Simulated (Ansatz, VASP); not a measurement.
Sb in VASP and in Ansatz

The input INCAR:

```
PREC = Accurate
ENCUT = 520
EDIFF = 1E-6
ISMEAR = 0
SIGMA = 0.1
LREAL = F
LASPH = T
NELM = 80
ALGO = Normal
ISIF = 2
LWAVE = F
LCHARG = T
GGA = PE
LELF = T
LVHAR = T
NBANDS = 12
```

The input KPOINTS:

```
Automatic mesh
0
Gamma
  14 10 10
```

POSCAR

```
Sb
1.0
    3.1104779668      0.0000000000      0.0000000000
    0.0000000000      4.3964238705      0.0000000000
   -0.0094962124      0.0000000000      4.3951268438
Sb
2
Direct
    0.0001822423      0.7500000000      0.7499297063
    0.9998177577      0.2500000000      0.2500702937
```

Input for Ansatz:

```yaml
crystal:
  lattice:
    - [3.1104779662, 0.0, 0.0]
    - [0.0, 4.3964238707, 0.0]
    - [-0.0094962126, 0.0, 4.3951268425]
  atoms:
    - { symbol: Sb, position: [0.0001822398, 0.75, 0.7499297071] }
    - { symbol: Sb, position: [0.9998177602, 0.25, 0.2500702929] }
basis:
  ecutwfc: 420
kpoints:
  mp_grid: { grid: [14, 10, 10] }
hamiltonian:
  xc: pbe
scf:
  occupations: { method: gaussian, width: 0.1 }
output:
  forces: true
  stress: true
  eigenvalues: true
```

Alike in both runs: task single point; functional PBE; k mesh 14 × 10 × 10; occupations gaussian, width 0.1 eV; no spin polarisation.

```csv
,VASP,Ansatz
version,VASP 6.6.1,Ansatz 0.2.0
potentials or method,"VASP PAW PBE potentials, release 64 (Sb), cutoff 520 eV","scalar-relativistic, plane waves, PAW"
valence electrons in the cell,10,30
```

|  | VASP | Ansatz | Ansatz less VASP |
| --- | --- | --- | --- |
| gap on the k mesh at the Fermi level (eV) | none | none | - |
| pressure (GPa) | 0.0 | 0.0 | +0.03 |

A gap of «none» marks a metal or a gap that the smearing closes. VASP's potentials hold 10 valence electrons a cell and Ansatz's 30, so a difference there can come from the potentials and not from the codes.

Neither program's run includes spin-orbit coupling.
